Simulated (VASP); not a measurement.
Ga4PN3, 8 atoms in the cell. The structure is monoclinic, space group Cm (No. 8). The conventional cell has a = 12.416 Å, b = 3.351 Å, c = 5.804 Å, α = 90.00°, β = 117.57°, γ = 90.00°. N (site symmetry m) has 4 Ga at 1.98 to 2.09 Å within 2.6 Å. N (site symmetry m) has 4 Ga at 1.96 to 2.06 Å within 2.6 Å. N (site symmetry m) has 4 Ga at 1.96 to 2.04 Å within 2.6 Å. Within 2.6 Å of Ga (site symmetry m) lie 3 N at 1.98 to 1.99 Å and 1 P at 2.23 Å. Within 2.7 Å of Ga (site symmetry m) lie 4 N at 2.04 to 2.09 Å. Ga (site symmetry m) has 2 N at 1.96 Å and 2 P at 2.20 Å within 2.6 Å. Within 2.6 Å of Ga (site symmetry m) lie 3 N at 2.00 to 2.02 Å and 1 P at 2.24 Å. P (site symmetry m) has 4 Ga at 2.20 to 2.24 Å within 2.9 Å. 

- Program: VASP 6.6.1
- Task: single point
- Functional: r2SCAN
- Potentials or basis: VASP PAW PBE potentials, release 64 (N, Ga_d, P)
- Cutoff: 520 eV
- k mesh: 8 × 8 × 4
- Occupations: fermi-dirac, width 0.02 eV
- Spin: no spin polarisation
- Dipole correction: no
- Further INCAR settings: ALGO = Normal; EDIFF = 1e-06; NBANDS = 46

Potentials or basis: VASP PAW PBE potentials, release 64 (N, Ga_d, P).

The run is started by

```bash
$ cat potpaw_PBE.64/N/POTCAR potpaw_PBE.64/Ga_d/POTCAR potpaw_PBE.64/P/POTCAR > POTCAR
$ cp INCAR.step1 INCAR
$ mpirun -np 1 vasp_std > vasp.out
$ cp INCAR.step2 INCAR
$ mpirun -np 1 vasp_std > vasp.out
```

Hardware: 1 thread of Intel(R) Xeon(R) 6975P-C (Granite Rapids), on a shared host.

Task: How long does it take, and how much memory?

Result: Wall time 16 min on 1 thread of Intel(R) Xeon(R) 6975P-C (Granite Rapids), on a shared host, peak memory 0.56 GiB. Counts: k points 78.
